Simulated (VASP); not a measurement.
# AlN (P6_3mc) in VASP: further runs, part 2 of 2

VASP 6.6.1. The steps go on from the part before.

### Step 4. Single point, PBE

This run uses another cell than the first one, of the same volume but with other edges.

Contents of INCAR:

```
PREC = Accurate
ENCUT = 520
EDIFF = 1E-6
ISMEAR = 0
SIGMA = 0.05
LREAL = False
LASPH = True
NELM = 80
ALGO = Normal
ISIF = 2
LWAVE = False
LCHARG = True
GGA = PE
LELF = True
LVHAR = True
NBANDS = 16
```

Contents of KPOINTS:

```
regular mesh
0
Gamma
  9 9 6
```

Contents of POSCAR:

```
AlN
1.0
    3.1536239158      0.0000000000      0.0000000000
   -1.5768119579      2.7311184250      0.0000000000
    0.0000000000      0.0000000000      4.8443522454
Al N
2 2
Direct
    0.3333333333      0.6666666667      0.0000000000
    0.6666666667      0.3333333333      0.5000000000
    0.3333333333      0.6666666667      0.3850000000
    0.6666666667      0.3333333333      0.8850000000
```

Potentials or basis: VASP PAW PBE potentials, release 64 (Al, N).

Launch:

```bash
$ cat potpaw_PBE.64/Al/POTCAR potpaw_PBE.64/N/POTCAR > POTCAR
$ mpirun -np 1 vasp_std > vasp.out
```

OUTCAR:

```text
PREC = Accurate
   ENCUT = 520
   EDIFF = 1E-6
   ISMEAR = 0
   LREAL = False
   LASPH = True
   NELM = 80
   ISIF = 2
   GGA = PE

 ion  position               nearest neighbor table
   1  0.333  0.667  0.000-   3 1.87   4 1.90   4 1.90   4 1.90   2 3.03   2 3.03   2 3.03   2 3.03
                             2 3.03   2 3.03
   2  0.667  0.333  0.500-   4 1.87   3 1.90   3 1.90   3 1.90   1 3.03   1 3.03   1 3.03   1 3.03
                             1 3.03   1 3.03
   3  0.333  0.667  0.385-   1 1.87   2 1.90   2 1.90   2 1.90
   4  0.667  0.333  0.885-   2 1.87   1 1.90   1 1.90   1 1.90

  LATTYP: Found a hexagonal cell.
 ALAT       =     3.1536239158
 C/A-ratio  =     1.5361223706

  Lattice vectors:

 A1 = (   3.1536239158,   0.0000000000,   0.0000000000)
 A2 = (  -1.5768119579,   2.7311184250,   0.0000000000)
 A3 = (   0.0000000000,   0.0000000000,   4.8443522454)

Analysis of symmetry for initial positions (statically):
=====================================================================
 Subroutine PRICEL returns:
 Original cell was already a primitive cell.

 Routine SETGRP: Setting up the symmetry group for a
 hexagonal supercell.

[... 169 lines left out ...]
  free energy    TOTEN  =       -29.72333793 eV

  energy without entropy =      -29.72333793  energy(sigma->0) =      -29.72333793

 E-fermi :   6.5417     XC(G=0): -10.9135

 val. band max:        6.3396801379   @ k =   0.0000   0.0000   0.0000
 cond. band min:      10.3936943316   @ k =   0.0000   0.0000   0.0000
 fundamental gap:      4.0540141938
 Fermi energy:         6.5417070935

 k-point     1 :       0.0000    0.0000    0.0000
  band No.  band energies     occupation
      1      -9.0338      2.00000
      2      -6.7045      2.00000
      3       0.3002      2.00000
      4       5.1201      2.00000
      5       5.1201      2.00000
      6       5.8946      2.00000
[... 433 lines left out ...]
      3       1.4081      2.00000
      4       1.9611      2.00000
      5       1.9611      2.00000
      6       3.6136      2.00000
[... 8 lines left out ...]
     15      19.1026      0.00000
     16      21.0220      0.00000

 [... further k-points ...]
[... 5 lines left out ...]
  --------------------------------------------------------------------------------------
  -------------------------------------------------------------------------------------
  Total       -0.3298281     -0.3298281      3.4484323      0.0000000      0.0000000      0.0000000
  in kB      -12.6652028    -12.6652028    132.4177297      0.0000000      0.0000000      0.0000000
  external PRESSURE =      35.6957747 kB  Pullay stress =       0.0000000 kB

 VOLUME and BASIS-vectors are now :
 -----------------------------------------------------------------------------
  energy-cutoff  :      520.00
  volume of cell :       41.72
      direct lattice vectors                 reciprocal lattice vectors
     3.153623916  0.000000000  0.000000000     0.317095515  0.183075181  0.000000000
    -1.576811958  2.731118425  0.000000000     0.000000000  0.366150362  0.000000000
     0.000000000  0.000000000  4.844352245     0.000000000  0.000000000  0.206425947

 POSITION                                       TOTAL-FORCE (eV/Angst)
 -----------------------------------------------------------------------------------
     -0.00000      1.82075      0.00000        -0.000000      0.000000     -0.362747
      1.57681      0.91037      2.42218         0.000000     -0.000000     -0.362747
     -0.00000      1.82075      1.86508         0.000000     -0.000000      0.362747
      1.57681      0.91037      4.28725         0.000000      0.000000      0.362747
 -----------------------------------------------------------------------------------
    total drift:                               -0.000000      0.000000      0.001614

  FREE ENERGIE OF THE ION-ELECTRON SYSTEM (eV)
  ---------------------------------------------------
  free  energy   TOTEN  =       -29.7233379277 eV

  energy  without entropy=      -29.7233379277  energy(sigma->0) =      -29.72333793
```

stdout:

```text
POSCAR found type information on POSCAR AlN
 POSCAR found :  2 types and       4 ions
 scaLAPACK will be used
 LDA part: xc-table for (Slater+PW92), standard interpolation
 POSCAR, INCAR and KPOINTS ok, starting setup
 FFT: planning ... GRIDC
 FFT: planning ... GRID_SOFT
 FFT: planning ... GRID
 WAVECAR not read
 entering main loop
```

It took 15 s on 1 thread of Intel Xeon Platinum 8488C (Sapphire Rapids), shared host; peak memory 0.16 GiB.

What came out:

- Free energy: -29.7233 eV
- Pressure: 3.6 GPa
- Largest force: 0.363 eV/Å
- Band gap on the k mesh: 4.05 eV, direct

Forces in eV/Å, atoms in the order of the input:
```
Al   0.000  0.000 -0.363
Al   0.000  0.000 -0.363
N    0.000  0.000  0.363
N    0.000  0.000  0.363
```

 A k mesh can miss the band edges.

### Step 5. Single point, PBE

This run uses another cell than the first one, of the same volume but with other edges.

Contents of INCAR:

```
ALGO = Normal
EDIFF = 1E-6
ENCUT = 520
GGA = PE
ISIF = 2
ISMEAR = 0
LASPH = T
LCHARG = F
LREAL = F
LWAVE = F
NBANDS = 16
NELM = 80
PREC = Accurate
SIGMA = 0.05
```

Contents of KPOINTS:

```
k-points
0
Gamma
  9 9 6
```

Contents of POSCAR:

```
AlN
1.0
    3.0608159216      0.0000000000      0.0000000000
   -1.5304079608      2.6507443444      0.0000000000
    0.0000000000      0.0000000000      5.1425804165
Al N
2 2
Direct
    0.3333333333      0.6666666667      0.0000000000
    0.6666666667      0.3333333333      0.5000000000
    0.3333333333      0.6666666667      0.3850000000
    0.6666666667      0.3333333333      0.8850000000
```

Launch:

```bash
$ cat potpaw_PBE.64/Al/POTCAR potpaw_PBE.64/N/POTCAR > POTCAR
$ mpirun -np 1 vasp_std > vasp.out
```

Wall time 16 s (1 thread of Intel Xeon Platinum 8488C (Sapphire Rapids), shared host); peak memory 0.17 GiB.

The run converged. Its results:

```
Free energy            : -29.6730 eV
Pressure               : 5.2 GPa
Largest force          : 0.628 eV/Å
Band gap on the k mesh : 4.25 eV, direct
```

Forces in eV/Å, atoms in the order of the input:
```
Al   0.000  0.000  0.628
Al   0.000  0.000  0.628
N    0.000  0.000 -0.628
N    0.000  0.000 -0.628
```

Stress tensor (GPa, compression positive):
```
12.00  0.00  0.00
 0.00 12.00  0.00
 0.00  0.00 -8.50
```

Levels at points of the mesh, in eV from the valence-band top:
```csv
k point,band 6,band 7,band 8,band 9,band 10,band 11
"(0.00, 0.00, 0.00)",-0.06,-0.06,0.00,4.25,7.28,10.53
"(0.00, 0.00, 0.50)",-0.33,-0.33,-0.33,6.79,6.79,10.26
```

### Step 6. Single point, PBE

This run uses another cell than the first one, of the same volume but with other edges.

Contents of INCAR:

```
PREC = Accurate ; ENCUT = 520
EDIFF = 1E-7 ; ISMEAR = 0
SIGMA = 0.05 ; LREAL = F
LASPH = T ; NELM = 80
ALGO = Normal ; ISIF = 2
LWAVE = F ; LCHARG = F
GGA = PE ; NBANDS = 16
```

Contents of KPOINTS:

```
Automatic mesh
0
Gamma
  9 9 6
```

Contents of POSCAR:

```
AlN
1.0
    3.3512254781      0.0000000000      0.0000000000
   -1.6756127390      2.9022463978      0.0000000000
    0.0000000000      0.0000000000      4.2899103548
Al N
2 2
Direct
    0.3333333333      0.6666666667      0.0000000000
    0.6666666667      0.3333333333      0.5000000000
    0.3333333333      0.6666666667      0.3850000000
    0.6666666667      0.3333333333      0.8850000000
```

Potentials or basis: VASP PAW PBE potentials, release 64 (Al, N).

Launch:

```bash
$ cat potpaw_PBE.64/Al/POTCAR potpaw_PBE.64/N/POTCAR > POTCAR
$ mpirun -np 1 vasp_std > vasp.out
```

It took 24 s on 1 thread of Intel Xeon Platinum 8488C (Sapphire Rapids), shared host; peak memory 0.17 GiB.

Results (log left out):

```yaml
Free_energy: -28.0094 eV
Pressure: 14.6 GPa
Largest_force: 5.558 eV/Å
Band_gap_on_the_k_mesh: 3.74 eV, direct
```

Forces on the atoms (eV/Å):
```
Al   0.000  0.000 -5.558
Al   0.000  0.000 -5.558
N    0.000  0.000  5.558
N    0.000  0.000  5.558
```

Stress tensor (GPa, compression positive):
```
-17.65   0.00   0.00
  0.00 -17.65   0.00
  0.00   0.00  79.08
```

Levels at points of the mesh, in eV from the valence-band top:
```
           k point  band 5  band 6  band 7  band 8  band 9  band 10  band 11  band 12
(0.00, 0.00, 0.00)   -2.04   -0.59   -0.59    0.00    3.74     4.73     9.12     9.12
(0.00, 0.00, 0.50)   -1.34   -1.34   -1.34   -1.34    5.60     5.60     9.35     9.35
```

Caveat: forces of over 1 eV/Å act on the atoms, so gaps and moduli don't describe the material at rest. A k mesh can miss the band edges.

### Step 7. Single point, PBE

This run uses another cell than the first one, of the same volume but with other edges.

Contents of INCAR:

```
  PREC = Accurate
  ENCUT = 520
  EDIFF = 1E-6
  ISMEAR = 0
  SIGMA = 0.05
  LREAL = False
  LASPH = True
  NELM = 80
  ALGO = Normal
  ISIF = 2
  LWAVE = False
  LCHARG = False
  GGA = PE
  NBANDS = 16
```

KPOINTS is that of step 6.

Contents of POSCAR:

```
AlN
1.0
    2.8504878489      0.0000000000      0.0000000000
   -1.4252439245      2.4685948904      0.0000000000
    0.0000000000      0.0000000000      5.9294870806
Al N
2 2
Direct
    0.3333333333      0.6666666667      0.0000000000
    0.6666666667      0.3333333333      0.5000000000
    0.3333333333      0.6666666667      0.3850000000
    0.6666666667      0.3333333333      0.8850000000
```

Launch:

```bash
$ cat potpaw_PBE.64/Al/POTCAR potpaw_PBE.64/N/POTCAR > POTCAR
$ mpirun -np 1 vasp_std > vasp.out
```

It took 25 s on 1 thread of Intel Xeon Platinum 8488C (Sapphire Rapids), shared host; peak memory 0.17 GiB.

Results (log left out):

| Quantity | Value |
| --- | --- |
| Free energy | -27.5258 eV |
| Pressure | 23.6 GPa |
| Largest force | 0.932 eV/Å |
| Band gap on the k mesh | 1.84 eV, direct |

Forces on the atoms (eV/Å):
```
Al   0.000  0.000  0.932
Al   0.000  0.000  0.932
N    0.000  0.000 -0.932
N    0.000  0.000 -0.932
```

Stress tensor (GPa, compression positive):
```
 54.51   0.00   0.00
  0.00  54.51   0.00
  0.00   0.00 -38.17
```

Levels at points of the mesh, in eV from the valence-band top:
```
           k point  band 5  band 6  band 7  band 8  band 9  band 10  band 11  band 12
(0.00, 0.00, 0.00)   -0.16   -0.16    0.00    0.00    1.84     8.07     9.60    11.01
(0.00, 0.00, 0.50)   -0.08   -0.08   -0.08   -0.08    5.51     5.51    10.28    10.28
```

### Step 8. The runs side by side

| cell | gap on the mesh (eV) | pressure (GPa) | largest force (eV/Å) |
| --- | --- | --- | --- |
| a = 3.199, b = 3.199, c = 4.709 Å, angles 90.0, 90.0, 120.0°, 4 atoms | 3.93 | 4.3 | 1.13 |
| a = 3.014, b = 3.014, c = 5.305 Å, angles 90.0, 90.0, 120.0°, 4 atoms | 4.02 | 7.6 | 0.89 |
| a = 3.154, b = 3.154, c = 4.844 Å, angles 90.0, 90.0, 120.0°, 4 atoms | 4.05 | 3.6 | 0.36 |
| a = 3.061, b = 3.061, c = 5.143 Å, angles 90.0, 90.0, 120.0°, 4 atoms | 4.25 | 5.2 | 0.63 |
| a = 3.351, b = 3.351, c = 4.290 Å, angles 90.0, 90.0, 120.0°, 4 atoms | 3.74 | 14.6 | 5.56 |
| a = 2.850, b = 2.850, c = 5.929 Å, angles 90.0, 90.0, 120.0°, 4 atoms | 1.84 | 23.6 | 0.93 |

Alike in all rows: task single point; level PBE; potentials or basis VASP PAW PBE potentials, release 64 (Al, N); no spin polarisation; k mesh 9 × 9 × 6; cutoff (eV) 520; smearing gaussian 0.05 eV.

Caveats: forces of over 1 eV/Å act on the atoms, so gaps and moduli don't describe the material at rest (some runs).

Absolute energies hang on the potentials; compare differences alone.
